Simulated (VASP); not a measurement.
# Ge2F3 (Pm-3m) in VASP: single point with PBE

Aim: the single point of Ge2F3 with PBE.

Everything below comes from runs of VASP 6.6.1. Logs are shortened: lines on timing, memory, paths and dates and some standing lists are left out, and cuts for length are marked.

## (1) The cell of the first run

It takes space group Pm-3m (No. 221, cubic). Conventional cell: a = 4.190 Å, b = 4.190 Å, c = 4.190 Å, α = 90.00°, β = 90.00°, γ = 90.00°. Within 3.9 Å of Ge (site symmetry m-3m) lie 12 F at 2.96 Å and 8 Ge at 3.63 Å. Within 2.8 Å of Ge (site symmetry m-3m) lie 6 F at 2.10 Å. F (site symmetry 4/mmm) has 2 Ge at 2.10 Å within 2.8 Å.

The cell was built from a structure type or drawn by symmetry, and may not be a known phase.

## (2) Single point, PBE

Contents of INCAR:

```
SYSTEM = Ge2F3
PREC = Accurate ; ENCUT = 520
EDIFF = 1E-7 ; ISMEAR = 0
SIGMA = 0.1 ; LREAL = .False.
LASPH = .True. ; NELM = 60
ALGO = Normal ; ISIF = 2
LWAVE = .False. ; LCHARG = .False.
GGA = PE ; NBANDS = 32
```

Contents of KPOINTS:

```
regular mesh
0
Gamma
  4 4 4
  0 0 0
```

Contents of POSCAR:

```
Ge2F3
1.0
    4.1904088300      0.0000000000      0.0000000000
    0.0000000000      4.1904088300      0.0000000000
    0.0000000000      0.0000000000      4.1904088300
Ge F
2 3
Direct
    0.5000000000      0.5000000000      0.5000000000
    0.0000000000      0.0000000000      0.0000000000
    0.5000000000      0.0000000000      0.0000000000
    0.0000000000      0.5000000000      0.0000000000
    0.0000000000      0.0000000000      0.5000000000
```

Potentials or basis: VASP PAW PBE potentials, release 64 (Ge_d, F).

The run is started by

```bash
> cat potpaw_PBE.64/Ge_d/POTCAR potpaw_PBE.64/F/POTCAR > POTCAR
> mpirun -np 1 vasp_std > vasp.out
```

OUTCAR:

```text
SYSTEM = Ge2F3
   PREC = Accurate
   ENCUT = 520
   EDIFF = 1E-7
   ISMEAR = 0
   LREAL = .False.
   LASPH = .True.
   NELM = 60
   ISIF = 2
   GGA = PE

 ion  position               nearest neighbor table
   1  0.500  0.500  0.500-
   2  0.000  0.000  0.000-   3 2.10   4 2.10   5 2.10   5 2.10   4 2.10   3 2.10
   3  0.500  0.000  0.000-   2 2.10   2 2.10
   4  0.000  0.500  0.000-   2 2.10   2 2.10
   5  0.000  0.000  0.500-   2 2.10   2 2.10

  LATTYP: Found a simple cubic cell.
 ALAT       =     4.1904088300

  Lattice vectors:

 A1 = (   4.1904088300,   0.0000000000,   0.0000000000)
 A2 = (   0.0000000000,   4.1904088300,   0.0000000000)
 A3 = (   0.0000000000,   0.0000000000,   4.1904088300)

Analysis of symmetry for initial positions (statically):
=====================================================================
 Subroutine PRICEL returns:
 Original cell was already a primitive cell.

 Routine SETGRP: Setting up the symmetry group for a
 simple cubic supercell.

 Subroutine GETGRP returns: Found 48 space group operations
 (whereof 48 operations were pure point group operations)
 out of a pool of 48 trial point group operations.

The static configuration has the point symmetry O_h .

Analysis of symmetry for dynamics (positions and initial velocities):
=====================================================================
 Subroutine PRICEL returns:
 Original cell was already a primitive cell.

 Routine SETGRP: Setting up the symmetry group for a
 simple cubic supercell.

 Subroutine GETGRP returns: Found 48 space group operations
 (whereof 48 operations were pure point group operations)
 out of a pool of 48 trial point group operations.

The dynamic configuration has the point symmetry O_h .

 Subroutine INISYM returns: Found 48 space group operations
 (whereof 48 operations are pure point group operations),
 and found     1 'primitive' translations

----------------------------------------------------------------------------------------

                                     Primitive cell

  volume of cell :      73.5816

  direct lattice vectors                    reciprocal lattice vectors
     4.190408830  0.000000000  0.000000000     0.238640200  0.000000000  0.000000000
     0.000000000  4.190408830  0.000000000     0.000000000  0.238640200  0.000000000
     0.000000000  0.000000000  4.190408830     0.000000000  0.000000000  0.238640200

  length of vectors
     4.190408830  4.190408830  4.190408830     0.238640200  0.238640200  0.238640200

  position of ions in fractional coordinates (direct lattice)
     0.500000000  0.500000000  0.500000000
     0.000000000  0.000000000  0.000000000
     0.500000000  0.000000000  0.000000000
     0.000000000  0.500000000  0.000000000
     0.000000000  0.000000000  0.500000000

  ion indices of the primitive-cell ions
   primitive index   ion index
                 1           1
                 2           2
                 3           3
                 4           4
                 5           5

----------------------------------------------------------------------------------------

 KPOINTS: regular mesh

Automatic generation of k-mesh.
 Grid dimensions read from file:
 generate k-points for:    4    4    4

 Generating k-lattice:

  Cartesian coordinates                     Fractional coordinates (reciprocal lattice)
     0.059660050  0.000000000  0.000000000     0.250000000  0.000000000  0.000000000
     0.000000000  0.059660050  0.000000000     0.000000000  0.250000000  0.000000000
     0.000000000  0.000000000  0.059660050     0.000000000  0.000000000  0.250000000

  Length of vectors
     0.059660050  0.059660050  0.059660050

  Shift w.r.t. Gamma in fractional coordinates (k-lattice)
     0.000000000  0.000000000  0.000000000

 Subroutine IBZKPT returns following result:
 ===========================================

 Found     10 irreducible k-points:

 Following reciprocal coordinates:
            Coordinates               Weight
  0.000000  0.000000  0.000000      1.000000
  0.250000  0.000000  0.000000      6.000000
  0.500000  0.000000  0.000000      3.000000
  0.250000  0.250000  0.000000     12.000000
  0.500000  0.250000  0.000000     12.000000
  0.500000  0.500000  0.000000      3.000000
  0.250000  0.250000  0.250000      8.000000
  0.500000  0.250000  0.250000     12.000000
  0.500000  0.500000  0.250000      6.000000
  0.500000  0.500000  0.500000      1.000000
   k-points           NKPTS =     10   k-points in BZ     NKDIM =     10   number of bands    NBANDS=     32
   number of dos      NEDOS =    301   number of ions     NIONS =      5
   total plane-waves  NPLWV =  32768
   dimension x,y,z NGX =    32 NGY =   32 NGZ =   32
   dimension x,y,z NGXF=    64 NGYF=   64 NGZF=   64
   ions per type =               2   3
   NGX,Y,Z   is equivalent  to a cutoff of  12.70, 12.70, 12.70 a.u.
   NGXF,Y,Z  is equivalent  to a cutoff of  25.39, 25.39, 25.39 a.u.
 SYSTEM =  Ge2F3
   PREC   = accura    normal or accurate (medium, high low for compatibility)
   ISTART =      0    job   : 0-new  1-cont  2-samecut
   ICHARG =      2    charge: 1-file 2-atom 10-const
   ISPIN  =      1    spin polarized calculation?
   LNONCOLLINEAR =      F non collinear calculations
   LSORBIT =      F    spin-orbit coupling
   LASPH  =      T    aspherical Exc in radial PAW
   ENCUT  =  520.0 eV  38.22 Ry    6.18 a.u.   7.79  7.79  7.79*2*pi/ulx,y,z
   NELM   =     60;   NELMIN=  2; NELMDL= -5     # of ELM steps
   EDIFF  = 0.1E-06   stopping-criterion for ELM
   LREAL  =      F    real-space projection
   EDIFFG = 0.1E-05   stopping-criterion for IOM
   NSW    =      0    number of steps for IOM
   IBRION =     -1    ionic relax: 0-MD 1-quasi-New 2-CG
   NFREE  =      0    steps in history (QN), initial steepest desc. (CG)
   ISIF   =      2    stress and relaxation
   ISYM   =      2    0-nonsym 1-usesym 2-fastsym
   POTIM  = 0.5000    time-step for ionic-motion
   TEBEG  =    0.0;   TEEND  =   0.0 temperature during run
   PSTRESS=    0.0 pullay stress
   NELECT =      49.0000    total number of electrons
   NUPDOWN=      -1.0000    fix difference up-down
   EMIN   =  10.00;   EMAX   =-10.00  energy-range for DOS
   EFERMI =   0.00;   METHOD = LEGACY
   ISMEAR =     0;   SIGMA  =   0.10  broadening in eV -4-tet -1-fermi 0-gaus
   EFERMI_NEDOS =   21; number of points for ismear=-14 and -15
   IALGO  =     38    algorithm
   IMIX   =      4    mixing-type and parameters
     AMIX     =   0.40;   BMIX     =  1.00
     AMIX_MAG =   1.60;   BMIX_MAG =  1.00
  volume/ion in A,a.u.               =      14.72        99.31
  Fermi-wavevector in a.u.,A,eV,Ry     =   1.429609  2.701568 27.807322  2.043781
  Thomas-Fermi vector in A             =   2.549544
   LORBIT       =      0    0 simple, 1 ext, 2 COOP (PROOUT), +10 PAW based schemes
   GGA     = PE    functional components
   LHFCALC =     F    Hartree Fock is set to
   AEXX    =    0.0000 exact exchange contribution
   IVDW    =     0    specifies the selected vdW correction
   LEPSILON=     F    determine dielectric tensor
   LRPA    =     F    only Hartree local field effects (RPA)
 non-spin polarized calculation
 Gauss-broadening in eV      SIGMA  =   0.10
  energy-cutoff  :      520.00
  volume of cell :       73.58
 maximum number of plane-waves:      2000
 NGX is ok and might be reduce to    32
   NGX = 15   NGY = 15   NGZ = 15

 number of electron      49.0000031 magnetization

 Free energy of the ion-electron system (eV)
  ---------------------------------------------------
  ext. energy  EPLUGINS =         0.00000000
  ---------------------------------------------------
  free energy    TOTEN  =       -20.13440876 eV

  energy without entropy =      -20.10271063  energy(sigma->0) =      -20.11855969

 E-fermi :   4.7010     XC(G=0): -10.1012

 val. band max:        4.6726793145   @ k =   0.2500   0.2500   0.2500
 cond. band min:       4.7302191570   @ k =   0.5000   0.2500   0.2500
 fundamental gap:      0.0575398425
 Fermi energy:         4.7009831679

 k-point     1 :       0.0000    0.0000    0.0000
  band No.  band energies     occupation
      1     -21.8876      2.00000
      2     -21.8876      2.00000
      3     -21.8832      2.00000
      4     -21.8832      2.00000
      5     -21.8832      2.00000
      6     -21.0959      2.00000
[... 24 lines left out ...]
     31      11.9531      0.00000
     32      11.9531      0.00000

 k-point     2 :       0.2500    0.0000    0.0000
  band No.  band energies     occupation
      1     -21.8864      2.00000
      2     -21.8858      2.00000
      3     -21.8836      2.00000
      4     -21.8836      2.00000
      5     -21.8832      2.00000
      6     -21.0963      2.00000
[... 24 lines left out ...]
     31      11.4120      0.00000
     32      12.5887      0.00000

 k-point     3 :       0.5000    0.0000    0.0000
  band No.  band energies     occupation
      1     -21.8851      2.00000
      2     -21.8841      2.00000
      3     -21.8839      2.00000
      4     -21.8839      2.00000
      5     -21.8831      2.00000
      6     -21.0964      2.00000
[... 24 lines left out ...]
     31      12.0647      0.00000
     32      14.2865      0.00000

 k-point     4 :       0.2500    0.2500    0.0000
  band No.  band energies     occupation
      1     -21.8860      2.00000
      2     -21.8846      2.00000
      3     -21.8845      2.00000
      4     -21.8836      2.00000
      5     -21.8835      2.00000
      6     -21.0593      2.00000
[... 24 lines left out ...]
     31      12.3762      0.00000
     32      13.6983      0.00000

 k-point     5 :       0.5000    0.2500    0.0000
  band No.  band energies     occupation
      1     -21.8870      2.00000
      2     -21.8844      2.00000
      3     -21.8839      2.00000
      4     -21.8835      2.00000
      5     -21.8829      2.00000
      6     -21.0507      2.00000
[... 24 lines left out ...]
     31      12.9163      0.00000
     32      14.6657      0.00000

 k-point     6 :       0.5000    0.5000    0.0000
  band No.  band energies     occupation
      1     -21.8900      2.00000
      2     -21.8839      2.00000
      3     -21.8839      2.00000
      4     -21.8839      2.00000
      5     -21.8816      2.00000
      6     -21.0342      2.00000
[... 24 lines left out ...]
     31      13.3124      0.00000
     32      13.7836      0.00000

 k-point     7 :       0.2500    0.2500    0.2500
  band No.  band energies     occupation
      1     -21.8854      2.00000
      2     -21.8854      2.00000
      3     -21.8852      2.00000
      4     -21.8835      2.00000
      5     -21.8835      2.00000
      6     -20.9214      2.00000
[... 24 lines left out ...]
     31      13.9364      0.00000
     32      13.9364      0.00000

 k-point     8 :       0.5000    0.2500    0.2500
  band No.  band energies     occupation
      1     -21.8867      2.00000
      2     -21.8865      2.00000
      3     -21.8850      2.00000
      4     -21.8833      2.00000
      5     -21.8823      2.00000
      6     -20.9198      2.00000
[... 24 lines left out ...]
     31      14.1794      0.00000
     32      14.2970      0.00000

 k-point     9 :       0.5000    0.5000    0.2500
  band No.  band energies     occupation
      1     -21.8893      2.00000
      2     -21.8863      2.00000
      3     -21.8863      2.00000
      4     -21.8827      2.00000
      5     -21.8815      2.00000
      6     -20.8606      2.00000
[... 24 lines left out ...]
     31      14.8516      0.00000
     32      14.9980      0.00000

 k-point    10 :       0.5000    0.5000    0.5000
  band No.  band energies     occupation
      1     -21.8886      2.00000
      2     -21.8886      2.00000
      3     -21.8886      2.00000
      4     -21.8814      2.00000
      5     -21.8814      2.00000
      6     -20.5558      2.00000
[... 24 lines left out ...]
     31      15.6208      0.00000
     32      15.6208      0.00000

------------------------ aborting loop because EDIFF is reached ----------------------------------------

  FORCE on cell =-STRESS in cart. coord.  units (eV):
  Direction    XX          YY          ZZ          XY          YZ          ZX
  --------------------------------------------------------------------------------------
  -------------------------------------------------------------------------------------
  Total        5.1632344      5.1632344      5.1632344      0.0000000     -0.0000000      0.0000000
  in kB      112.4250882    112.4250882    112.4250882      0.0000000     -0.0000000      0.0000000
  external PRESSURE =     112.4250882 kB  Pullay stress =       0.0000000 kB

 VOLUME and BASIS-vectors are now :
 -----------------------------------------------------------------------------
  energy-cutoff  :      520.00
  volume of cell :       73.58
      direct lattice vectors                 reciprocal lattice vectors
     4.190408830  0.000000000  0.000000000     0.238640200  0.000000000  0.000000000
     0.000000000  4.190408830  0.000000000     0.000000000  0.238640200  0.000000000
     0.000000000  0.000000000  4.190408830     0.000000000  0.000000000  0.238640200

 POSITION                                       TOTAL-FORCE (eV/Angst)
 -----------------------------------------------------------------------------------
      2.09520      2.09520      2.09520         0.000000      0.000000      0.000000
      0.00000      0.00000      0.00000         0.000000      0.000000      0.000000
      2.09520      0.00000      0.00000         0.000000      0.000000      0.000000
      0.00000      2.09520      0.00000         0.000000      0.000000      0.000000
      0.00000      0.00000      2.09520         0.000000      0.000000      0.000000
 -----------------------------------------------------------------------------------
    total drift:                                0.000000      0.000000     -0.000000

  FREE ENERGIE OF THE ION-ELECTRON SYSTEM (eV)
  ---------------------------------------------------
  free  energy   TOTEN  =       -20.1344087608 eV

  energy  without entropy=      -20.1027106256  energy(sigma->0) =      -20.11855969
```

It took 24 s on 1 thread of Intel Xeon 8259CL, shared host; peak memory 0.18 GiB.

Results:

* Free energy: -20.1344 eV
* Pressure: 11.2 GPa
* Band gap on the k mesh: zero (an odd number of electrons rules out a gap without spin polarisation)

Levels at points of the mesh, in eV from the Fermi level:
```tsv
k point	band 21	band 22	band 23	band 24	band 25	band 26	band 27	band 28
(0.00, 0.00, 0.00)	-5.84	-5.84	-5.84	-5.50	1.34	1.34	1.34	6.17
(0.50, 0.00, 0.00)	-5.84	-5.84	-5.37	-2.51	-0.66	0.95	0.95	3.87
(0.50, 0.50, 0.00)	-6.11	-5.67	-5.34	-0.54	-0.31	-0.31	0.60	4.09
(0.50, 0.50, 0.50)	-5.33	-5.33	-5.33	0.70	0.70	0.70	1.00	2.27
```

Caveat: the k points lie up to 0.37 Å⁻¹ apart, too coarse for converged energies and pressures of a metal; an odd number of electrons without spin polarisation forces a metal; a magnetic or distorted state may lie lower.
